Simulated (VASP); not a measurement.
# Au in VASP: notebook

The runs below take Au through single point, with PBE.

Program: VASP 6.6.1. These are calculated values, not measurements. Logs are shortened: lines on timing, memory, paths and dates and some standing lists are left out, and cuts for length are marked.

## (1) The cell of the first run

The cell holds a sheet with vacuum, 2 atoms: a = 2.751 Å, b = 2.751 Å, c = 27.115 Å, α = 90.00°, β = 90.00°, γ = 90.00°.

## (2) Single point, PBE

The input, INCAR:

```
  ALGO = Normal
  DIPOL = 0.5 0.5 0.295
  EDIFF = 1E-7
  ENCUT = 520
  GGA = PE
  IDIPOL = 3
  ISIF = 2
  ISMEAR = 0
  LASPH = T
  LCHARG = T
  LDIPOL = T
  LELF = T
  LREAL = F
  LVACPOTAV = T
  LVHAR = T
  LWAVE = F
  NBANDS = 18
  NELM = 60
  PREC = Accurate
  SIGMA = 0.1
```

The input, KPOINTS:

```
k-points
0
Gamma
  20 20 1
```

The input, POSCAR:

```
Au
1.0
    2.7505168824      0.0000000000      0.0000000000
    0.0000000000      2.7505168824      0.0000000000
    0.0000000000      0.0000000000     27.1145382400
Au
2
Direct
    0.0000000000      0.5000000000      0.2532543672
    0.5000000000      0.0000000000      0.3368349738
```

Potentials or basis: VASP PAW PBE potentials, release 64 (Au).

Started as:

```bash
> cat potpaw_PBE.64/Au/POTCAR > POTCAR
> mpirun -np 1 vasp_std > vasp.out
```

OUTCAR:

```text
EDIFF = 1E-7
   ENCUT = 520
   GGA = PE
   ISIF = 2
   ISMEAR = 0
   LASPH = T
   LREAL = F
   NELM = 60
   PREC = Accurate

 ion  position               nearest neighbor table
   1  0.000  0.500  0.253-   2 2.99   2 2.99   2 2.99   2 2.99
   2  0.500  0.000  0.337-   1 2.99   1 2.99   1 2.99   1 2.99

  LATTYP: Found a simple tetragonal cell.
 ALAT       =     2.7505168824
 C/A-ratio  =     9.8579792087

  Lattice vectors:

 A1 = (   2.7505168824,   0.0000000000,   0.0000000000)
 A2 = (   0.0000000000,   2.7505168824,   0.0000000000)
 A3 = (   0.0000000000,   0.0000000000,  27.1145382400)

Analysis of symmetry for initial positions (statically):
=====================================================================
 Subroutine PRICEL returns:
 Original cell was already a primitive cell.

 Routine SETGRP: Setting up the symmetry group for a
 simple tetragonal supercell.

 Subroutine GETGRP returns: Found 16 space group operations
 (whereof  4 operations were pure point group operations)
 out of a pool of 16 trial point group operations.

The static configuration has the point symmetry C_2v.
 The point group associated with its full space group is D_4h.

Analysis of symmetry for dynamics (positions and initial velocities):
=====================================================================
 Subroutine PRICEL returns:
 Original cell was already a primitive cell.

 Routine SETGRP: Setting up the symmetry group for a
 simple tetragonal supercell.

 Subroutine GETGRP returns: Found 16 space group operations
 (whereof  4 operations were pure point group operations)
 out of a pool of 16 trial point group operations.

The dynamic configuration has the point symmetry C_2v.
 The point group associated with its full space group is D_4h.

 Subroutine INISYM returns: Found 16 space group operations
 (whereof  4 operations are pure point group operations),
 and found     1 'primitive' translations

----------------------------------------------------------------------------------------

                                     Primitive cell

  volume of cell :     205.1308

  direct lattice vectors                    reciprocal lattice vectors
     2.750516882  0.000000000  0.000000000     0.363568028  0.000000000  0.000000000
     0.000000000  2.750516882  0.000000000     0.000000000  0.363568028  0.000000000
     0.000000000  0.000000000 27.114538240     0.000000000  0.000000000  0.036880584

  length of vectors
     2.750516882  2.750516882 27.114538240     0.363568028  0.363568028  0.036880584

  position of ions in fractional coordinates (direct lattice)
     0.000000000  0.500000000  0.253254367
[... 87 lines left out ...]
   TEBEG  =    0.0;   TEEND  =   0.0 temperature during run
   PSTRESS=    0.0 pullay stress
   NELECT =      22.0000    total number of electrons
   NUPDOWN=      -1.0000    fix difference up-down
   EMIN   =  10.00;   EMAX   =-10.00  energy-range for DOS
   EFERMI =   0.00;   METHOD = LEGACY
   ISMEAR =     0;   SIGMA  =   0.10  broadening in eV -4-tet -1-fermi 0-gaus
   EFERMI_NEDOS =   21; number of points for ismear=-14 and -15
   IALGO  =     38    algorithm
   IMIX   =      4    mixing-type and parameters
     AMIX     =   0.40;   BMIX     =  1.00
     AMIX_MAG =   1.60;   BMIX_MAG =  1.00
  volume/ion in A,a.u.               =     102.57       692.15
  Fermi-wavevector in a.u.,A,eV,Ry     =   0.777807  1.469843  8.231313  0.604984
  Thomas-Fermi vector in A             =   1.880572
   LORBIT       =      0    0 simple, 1 ext, 2 COOP (PROOUT), +10 PAW based schemes
   GGA     = PE    functional components
   LHFCALC =     F    Hartree Fock is set to
   AEXX    =    0.0000 exact exchange contribution
   IVDW    =     0    specifies the selected vdW correction
   LEPSILON=     F    determine dielectric tensor
   LRPA    =     F    only Hartree local field effects (RPA)
 non-spin polarized calculation
 Gauss-broadening in eV      SIGMA  =   0.10
  energy-cutoff  :      520.00
  volume of cell :      205.13
 maximum number of plane-waves:      5574
   NGX = 11   NGY = 11   NGZ =101

 dipolmoment           0.000000      0.000000      0.000006 electrons x Angstroem

 number of electron      22.0000000 magnetization

 dipolmoment           0.000000      0.000000     -0.000000 electrons x Angstroem

 Free energy of the ion-electron system (eV)
  ---------------------------------------------------
  ext. energy  EPLUGINS =         0.00000000
  ---------------------------------------------------
  free energy    TOTEN  =        -5.65718107 eV

  energy without entropy =       -5.65343055  energy(sigma->0) =       -5.65530581

 E-fermi :  -3.0428     XC(G=0):  -2.7443

 val. band max:       -3.0559020481   @ k =   0.3000   0.1000   0.0000
 cond. band min:      -3.0372142503   @ k =   0.4500   0.0500   0.0000
 fundamental gap:      0.0186877978
 Fermi energy:        -3.0428100255

 k-point     1 :       0.0000    0.0000    0.0000
  band No.  band energies     occupation
      1     -10.8809      2.00000
      2      -9.3443      2.00000
      3      -8.8737      2.00000
      4      -8.2388      2.00000
      5      -6.6332      2.00000
      6      -5.8196      2.00000
[... 481 lines left out ...]
      5      -6.6227      2.00000
      6      -6.5736      2.00000
[... 10 lines left out ...]
     17       3.9254      0.00000
     18       4.9058      0.00000

 [... further k-points ...]

------------------------ aborting loop because EDIFF is reached ----------------------------------------

 vacuum level on the upper side and lower side of the slab       (xc-potential included)        -0.122        -0.117

  FORCE on cell =-STRESS in cart. coord.  units (eV):
  Direction    XX          YY          ZZ          XY          YZ          ZX
  --------------------------------------------------------------------------------------
  -------------------------------------------------------------------------------------
  Total        0.0114601      0.0114601      0.0850928      0.0000000     -0.0000000      0.0000000
  in kB        0.0895089      0.0895089      0.6646186      0.0000000     -0.0000000      0.0000000
  external PRESSURE =       0.2812122 kB  Pullay stress =       0.0000000 kB

 VOLUME and BASIS-vectors are now :
 -----------------------------------------------------------------------------
  energy-cutoff  :      520.00
  volume of cell :      205.13
      direct lattice vectors                 reciprocal lattice vectors
     2.750516882  0.000000000  0.000000000     0.363568028  0.000000000  0.000000000
     0.000000000  2.750516882  0.000000000     0.000000000  0.363568028  0.000000000
     0.000000000  0.000000000 27.114538240     0.000000000  0.000000000  0.036880584

 POSITION                                       TOTAL-FORCE (eV/Angst)
 -----------------------------------------------------------------------------------
      0.00000      1.37526      6.86688        -0.000000     -0.000000     -0.049377
      1.37526      0.00000      9.13312         0.000000      0.000000      0.049377
 -----------------------------------------------------------------------------------
    total drift:                               -0.000000     -0.000000     -0.000005

  FREE ENERGIE OF THE ION-ELECTRON SYSTEM (eV)
  ---------------------------------------------------
  free  energy   TOTEN  =        -5.6571810737 eV

  energy  without entropy=       -5.6534305488  energy(sigma->0) =       -5.65530581

 vacuum level on the upper side and lower side of the slab         2.395         2.395
```

OSZICAR:

```text
N       E                     dE             d eps       ncg     rms          rms(c)
DAV:   1     0.144111929702E+03    0.14411E+03   -0.79656E+03  2376   0.921E+02
DAV:   2     0.493750329262E+00   -0.14362E+03   -0.13271E+03  3172   0.178E+02
DAV:   3    -0.605171979745E+01   -0.65455E+01   -0.63590E+01  2838   0.433E+01
[... 12 lines left out ...]
DAV:  16    -0.565717973211E+01   -0.14324E-05   -0.76696E-08  2234   0.717E-04    0.212E-04
DAV:  17    -0.565718065210E+01   -0.91999E-06   -0.35487E-08  2092   0.512E-04    0.795E-05
DAV:  18    -0.565718082529E+01   -0.17319E-06   -0.13155E-09  2138   0.144E-04    0.408E-05
DAV:  19    -0.565718103161E+01   -0.20632E-06   -0.38394E-09  1942   0.145E-04    0.235E-05
DAV:  20    -0.565718107367E+01   -0.42052E-07   -0.59985E-10  2172   0.737E-05
   1 F= -.56571811E+01 E0= -.56553058E+01  d E =-.375052E-02
```

stdout:

```text
POSCAR found type information on POSCAR Au
 POSCAR found :  1 types and       2 ions
 scaLAPACK will be used
 LDA part: xc-table for (Slater+PW92), standard interpolation
 POSCAR, INCAR and KPOINTS ok, starting setup
 FFT: planning ... GRIDC
 FFT: planning ... GRID_SOFT
 FFT: planning ... GRID
 WAVECAR not read
 entering main loop
```

Wall time 2.4 min (1 thread of Intel Xeon 6975P-C (Granite Rapids), shared host); peak memory 0.39 GiB.

What came out:

```yaml
Free_energy: -5.6572 eV
Largest_force: 0.049 eV/Å
Band_gap_on_the_k_mesh: zero (bands 11 and 12 overlap by 5.85 eV)
Work_function_of_the_upper_face: 5.44 eV
Work_function_of_the_lower_face: 5.44 eV
```

Forces on the atoms (eV/Å):
```
Au   0.000  0.000 -0.049
Au   0.000  0.000  0.049
```

Levels at points of the mesh, in eV from the Fermi level:
```
           k point  band 7  band 8  band 9  band 10  band 11  band 12  band 13  band 14  band 15  band 16
(0.00, 0.00, 0.00)   -2.78   -1.94   -1.61    -1.58    -1.58    -1.32     1.22     5.07     5.36     5.76
(0.50, 0.00, 0.00)   -2.40   -2.40   -1.80    -1.80     0.99     0.99     3.51     3.51     8.36     8.36
(0.50, 0.50, 0.00)   -2.07   -2.07   -0.34    -0.34     4.38     4.38     7.43     7.43     7.92     7.92
```

Caveat: spin-orbit coupling is left out, which moves the levels of the heavy elements.

## (3) Single point, PBE

This run uses another cell than the first one.

The input, INCAR:

```
SYSTEM = Au
  PREC = Accurate
  ENCUT = 520
  EDIFF = 1E-6
  ISMEAR = 0
  SIGMA = 0.1
  LREAL = .FALSE.
  LASPH = .TRUE.
  NELM = 80
  ALGO = Normal
  ISIF = 2
  LWAVE = .FALSE.
  LCHARG = .FALSE.
  LDIPOL = .TRUE.
  IDIPOL = 3
  DIPOL = 0.5 0.5 0.282
  GGA = PE
  NBANDS = 18
```

The input, KPOINTS:

```
Automatic mesh
0
G
  20 20 1
  0 0 0
```

The input, POSCAR:

```
Au
1.0
    2.7486545814      0.0000000000      0.0000000000
    0.0000000000      2.7486545814      0.0000000000
    0.0000000000      0.0000000000     28.3324991076
Au
2
Direct
    0.0000000000      0.5000000000      0.2419717425
    0.5000000000      0.0000000000      0.3227507671
```

Potentials or basis: VASP PAW PBE potentials, release 64 (Au).

Started as:

```bash
> cat potpaw_PBE.64/Au/POTCAR > POTCAR
> mpirun -np 1 vasp_std > vasp.out
```

OUTCAR:

```text
SYSTEM = Au
   PREC = Accurate
   ENCUT = 520
   EDIFF = 1E-6
   ISMEAR = 0
   LREAL = .FALSE.
   LASPH = .TRUE.
   NELM = 80
   ISIF = 2
   GGA = PE

 ion  position               nearest neighbor table
   1  0.000  0.500  0.242-   2 3.00   2 3.00   2 3.00   2 3.00
   2  0.500  0.000  0.323-   1 3.00   1 3.00   1 3.00   1 3.00

  LATTYP: Found a simple tetragonal cell.
 ALAT       =     2.7486545814
 C/A-ratio  =    10.3077699538

  Lattice vectors:

[... 700 lines left out ...]

  FORCE on cell =-STRESS in cart. coord.  units (eV):
  Direction    XX          YY          ZZ          XY          YZ          ZX
  --------------------------------------------------------------------------------------
  -------------------------------------------------------------------------------------
  Total       -0.0551074     -0.0551074     -0.0408999      0.0000000      0.0000000      0.0000000
  in kB       -0.4124726     -0.4124726     -0.3061312      0.0000000      0.0000000      0.0000000
  external PRESSURE =      -0.3770255 kB  Pullay stress =       0.0000000 kB

 VOLUME and BASIS-vectors are now :
 -----------------------------------------------------------------------------
  energy-cutoff  :      520.00
  volume of cell :      214.05
      direct lattice vectors                 reciprocal lattice vectors
     2.748654581  0.000000000  0.000000000     0.363814357  0.000000000  0.000000000
     0.000000000  2.748654581  0.000000000     0.000000000  0.363814357  0.000000000
     0.000000000  0.000000000 28.332499108     0.000000000  0.000000000  0.035295157

 POSITION                                       TOTAL-FORCE (eV/Angst)
 -----------------------------------------------------------------------------------
      0.00000      1.37433      6.85566        -0.000000      0.000000      0.005910
      1.37433      0.00000      9.14434         0.000000     -0.000000     -0.005910
 -----------------------------------------------------------------------------------
    total drift:                               -0.000000      0.000000     -0.000156

  FREE ENERGIE OF THE ION-ELECTRON SYSTEM (eV)
  ---------------------------------------------------
  free  energy   TOTEN  =        -5.6576870129 eV

  energy  without entropy=       -5.6537053759  energy(sigma->0) =       -5.65569619

 vacuum level on the upper side and lower side of the slab         2.128         2.121
```

OSZICAR:

```text
N       E                     dE             d eps       ncg     rms          rms(c)
DAV:   1     0.144818485267E+03    0.14482E+03   -0.78706E+03  2376   0.913E+02
DAV:   2     0.897772367711E+00   -0.14392E+03   -0.13195E+03  3218   0.176E+02
DAV:   3    -0.603817169858E+01   -0.69359E+01   -0.66442E+01  2828   0.437E+01
DAV:   4    -0.611571575098E+01   -0.77544E-01   -0.77483E-01  3142   0.462E+00
DAV:   5    -0.611681693115E+01   -0.11012E-02   -0.11011E-02  2958   0.474E-01    0.903E+00
DAV:   6    -0.567875765880E+01    0.43806E+00   -0.14089E+00  2704   0.862E+00    0.635E+00
DAV:   7    -0.565947135950E+01    0.19286E-01   -0.74085E-02  2898   0.182E+00    0.267E+00
DAV:   8    -0.565728331837E+01    0.21880E-02   -0.41818E-03  2676   0.454E-01    0.787E-02
DAV:   9    -0.565736329957E+01   -0.79981E-04   -0.19026E-04  3066   0.849E-02    0.277E-02
DAV:  10    -0.565749911256E+01   -0.13581E-03   -0.31817E-05  2660   0.325E-02    0.716E-03
DAV:  11    -0.565755820963E+01   -0.59097E-04   -0.65470E-06  2556   0.107E-02    0.332E-03
DAV:  12    -0.565764056242E+01   -0.82353E-04   -0.18963E-05  2626   0.133E-02    0.242E-03
DAV:  13    -0.565767324880E+01   -0.32686E-04   -0.74426E-06  2486   0.756E-03    0.200E-03
DAV:  14    -0.565768353314E+01   -0.10284E-04   -0.29361E-06  2304   0.394E-03    0.653E-04
DAV:  15    -0.565768535355E+01   -0.18204E-05   -0.12920E-07  2216   0.131E-03    0.553E-04
DAV:  16    -0.565768642065E+01   -0.10671E-05   -0.96303E-08  2230   0.773E-04    0.169E-04
DAV:  17    -0.565768701290E+01   -0.59225E-06   -0.26224E-08  2138   0.483E-04
   1 F= -.56576870E+01 E0= -.56556962E+01  d E =-.398164E-02
```

stdout:

```text
POSCAR found type information on POSCAR Au
 POSCAR found :  1 types and       2 ions
 scaLAPACK will be used
 LDA part: xc-table for (Slater+PW92), standard interpolation
 POSCAR, INCAR and KPOINTS ok, starting setup
 FFT: planning ... GRIDC
 FFT: planning ... GRID_SOFT
 FFT: planning ... GRID
 WAVECAR not read
 entering main loop
```

Run time: 2.1 min. Hardware: 1 thread of Intel Xeon 6975P-C (Granite Rapids), shared host; peak memory 0.4 GiB.

Results:

* Free energy: -5.6577 eV
* Largest force: 0.006 eV/Å
* Band gap on the k mesh: zero (bands 11 and 12 overlap by 5.87 eV)

Forces on the atoms (eV/Å):
```
Au   0.000  0.000  0.006
Au   0.000  0.000 -0.006
```

Levels at points of the mesh, in eV from the Fermi level:
| k point | band 9 | band 10 | band 11 | band 12 | band 13 | band 14 |
| --- | --- | --- | --- | --- | --- | --- |
| (0.00, 0.00, 0.00) | -1.58 | -1.58 | -1.58 | -1.31 | 1.20 | 5.07 |
| (0.50, 0.00, 0.00) | -1.79 | -1.79 | 1.01 | 1.01 | 3.51 | 3.51 |
| (0.50, 0.50, 0.00) | -0.32 | -0.32 | 4.42 | 4.42 | 7.45 | 7.45 |

Caveat: spin-orbit coupling is left out, which moves the levels of the heavy elements.

(Continued in part 2 of 2.)
